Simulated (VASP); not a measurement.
# Pt: single point with LDA

Crystal: Pt.

```
CELL_PARAMETERS angstrom
0.00000 2.06386 1.94024
2.06386 0.00000 1.94024
2.06386 2.06386 0.00000
ATOMIC_POSITIONS crystal
Pt 0.00000 0.00000 0.00000
```

This cell differs from its parent crystal: volume 16.529 Å^3 an atom, c/a of the conventional cell 0.9401.

```json
{
 "Program": "VASP 6.6.1",
 "Task": "single point",
 "Functional": "LDA",
 "Potentials or basis": "VASP PAW LDA potentials, release 64 (Pt)",
 "Cutoff": "520 eV",
 "k mesh": "22 × 22 × 22",
 "Occupations": "gaussian, width 0.15 eV",
 "Spin": "no spin polarisation",
 "Dipole correction": "no",
 "Further INCAR settings": "ALGO = Fast; EDIFF = 1e-06; NBANDS = 11"
}
```

* Pressure: -24.8 GPa
* Band gap on the k mesh: zero (band 5 reaches 10.04 eV, above the bottom of band 6 at 7.93 eV)

Stress tensor (GPa, compression positive):
```
-25.92   0.00   0.00
  0.00 -25.92   0.00
  0.00   0.00 -22.65
```

Levels at points of the mesh, in eV from the Fermi level:
| k point | band 2 | band 3 | band 4 | band 5 | band 6 | band 7 | band 8 | band 9 |
| --- | --- | --- | --- | --- | --- | --- | --- | --- |
| (0.00, 0.00, 0.00) | -3.45 | -3.45 | -2.83 | -1.75 | -1.05 | 14.92 | 18.82 | 18.82 |
| (0.50, 0.00, 0.00) | -3.61 | -2.97 | -0.12 | -0.08 | 0.21 | 5.20 | 14.30 | 17.66 |
| (0.50, 0.50, 0.00) | -5.72 | 0.01 | 0.44 | 0.44 | 2.73 | 8.92 | 10.35 | 10.35 |
| (0.50, 0.00, 0.50) | -5.70 | 0.00 | 0.17 | 0.63 | 1.61 | 7.47 | 11.31 | 11.60 |

Wall time 79 s on 1 thread of Intel Xeon 6975P-C (shared host), peak memory 0.26 GiB.

Caveat: spin-orbit coupling is left out, which moves the levels of the heavy elements.
